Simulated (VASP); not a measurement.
Wanted: the native input for a VASP 6.6.1 run.

```
Task                   : single point
Functional             : r2SCAN
Potentials or basis    : VASP PAW PBE potentials, release 64 (Pt)
Cutoff                 : 520 eV
k mesh                 : 18 × 18 × 10
Occupations            : gaussian, width 0.15 eV
Spin                   : no spin polarisation
Dipole correction      : no
Further INCAR settings : ALGO = Normal; EDIFF = 1e-06; NBANDS = 17
```

The system is Pt.

```
Pt
1.0
     2.76067    0.00000   -0.20705
    -1.38033    2.39081    0.10352
    -0.35941    0.00000    4.79213
Pt
2
Cartesian
  1.1108 0.7969 3.4906
  -0.0899 1.5939 1.1980
```

This cell differs from its parent crystal: strain -0.1500 x Voigt [0, 0, 0, 0, 1, 0].

The input as run:

POSCAR

```
Pt
1.0
    2.7606656158      0.0000000000     -0.2070499212
   -1.3803328079      2.3908065546      0.1035249606
   -0.3594100500      0.0000000000      4.7921340000
Pt
2
Direct
    0.6666666667      0.3333333333      0.7500000000
    0.3333333333      0.6666666667      0.2500000000
```

INCAR.step1

```
SYSTEM = Pt
PREC     = Accurate       ! precision mode
ENCUT    = 520            ! plane-wave cutoff, eV
ISMEAR   = 0              ! smearing method
SIGMA    = 0.15           ! smearing width, eV
LREAL    = .False.        ! projectors in reciprocal space
LASPH    = .True.         ! aspherical terms in the spheres
NELM     = 60             ! most SCF steps
NBANDS   = 17             ! bands
GGA      = PE             ! functional
ALGO     = Normal         ! electronic algorithm
EDIFF    = 1E-4           ! SCF threshold, eV
LWAVE    = .True.         ! write WAVECAR
LCHARG   = .False.        ! write CHGCAR
```

INCAR.step2

```
SYSTEM = Pt
PREC     = Accurate       ! precision mode
ENCUT    = 520            ! plane-wave cutoff, eV
EDIFF    = 1E-6           ! SCF threshold, eV
ISMEAR   = 0              ! smearing method
SIGMA    = 0.15           ! smearing width, eV
LREAL    = .False.        ! projectors in reciprocal space
LASPH    = .True.         ! aspherical terms in the spheres
NELM     = 60             ! most SCF steps
ALGO     = Normal         ! electronic algorithm
ISIF     = 2              ! what is computed and relaxed
LWAVE    = .False.        ! write WAVECAR
LCHARG   = .True.         ! write CHGCAR
METAGGA  = R2SCAN         ! meta-GGA
LMIXTAU  = .True.       
LELF     = .True.         ! ELF
LVHAR    = .True.       
NBANDS   = 17             ! bands
ISTART   = 1
```

KPOINTS

```
Automatic mesh
0
Gamma
  18 18 10
  0 0 0
```

Potentials or basis: VASP PAW PBE potentials, release 64 (Pt).

Launch:

```bash
$ cat potpaw_PBE.64/Pt/POTCAR > POTCAR
$ cp INCAR.step1 INCAR
$ mpirun -np 1 vasp_std > vasp.out
$ cp INCAR.step2 INCAR
$ mpirun -np 1 vasp_std > vasp.out
```

It gave:

```json
{
 "Pressure": "-3.1 GPa",
 "Largest force": "0.082 eV/Å",
 "Band gap on the k mesh": "zero (bands 10 and 11 overlap by 1.34 eV)"
}
```

Caveat: the cell differs from its parent crystal (strain -0.1500 x Voigt [0, 0, 0, 0, 1, 0]); the stress differs along the axes, from -6 to 1 GPa; the PAW data sets were made with another functional, which shifts forces and pressure a little; spin-orbit coupling is left out, which moves the levels of the heavy elements.

Wall time 7.8 min on 1 thread of Intel(R) Xeon(R) 6975P-C (Granite Rapids), with other jobs on the host, peak memory 0.48 GiB.
